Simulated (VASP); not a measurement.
The system is Cd4S3.

```
Cd S
1.0
     5.60000    0.00000    0.00000
     0.00000    5.60000    0.00000
     0.00000    0.00000    5.60000
Cd S
4 3
Direct
  0.77000 0.77000 0.23000
  0.77000 0.23000 0.77000
  0.23000 0.77000 0.77000
  0.23000 0.23000 0.23000
  0.50000 0.00000 0.50000
  0.00000 0.50000 0.50000
  0.50000 0.50000 0.00000
```

This cell differs from its parent crystal: atoms taken out.

```yaml
Program: VASP 6.6.1
Task: relaxation of cell and atoms
Functional: PBE
Potentials_or_basis: VASP PAW PBE potentials, release 64 (Cd_sv_GW, S)
Cutoff: 630 eV
k_mesh: 3 × 3 × 3
Occupations: gaussian, width 0.2 eV
Spin: no spin polarisation
```

At the start: pressure 3.0 GPa; volume 25.09 Å³/atom.

Q: How do energy, volume and symmetry change on relaxing?

A: Over 6 steps the energy falls by 35.6 meV/atom and the volume is 24.59 Å³/atom (-2.0 %); space group P-43m (No. 215, to 0.1 Å) before and after.

The path:
| step | energy change (eV) | largest force (eV/Å) | pressure (GPa) | volume (Å³) |
| --- | --- | --- | --- | --- |
| 1 | 0.0000 | 0.7317 | 3.02 | 175.62 |
| 2 | -0.1171 | 0.1925 | -1.40 | 187.93 |
| 3 | -0.1262 | 0.3023 | -0.55 | 185.19 |
| 4 | -0.1499 | 0.2768 | -0.50 | 183.85 |
| 5 | -0.2075 | 0.1941 | -0.35 | 179.88 |
| 6 | -0.2493 | 0.0375 | 0.10 | 172.11 |

Final structure:
```
CELL_PARAMETERS angstrom
5.56245 0.00000 0.00000
0.00000 5.56245 0.00000
0.00000 0.00000 5.56245
ATOMIC_POSITIONS crystal
Cd 0.78987 0.78987 0.21013
Cd 0.78987 0.21013 0.78987
Cd 0.21013 0.78987 0.78987
Cd 0.21013 0.21013 0.21013
S 0.50000 0.00000 0.50000
S 0.00000 0.50000 0.50000
S 0.50000 0.50000 0.00000
```

Caveat: the cell differs from its parent crystal (atoms taken out); the relaxation stopped at a loose force limit of 0.08 eV/Å, so its end isn't a converged minimum.
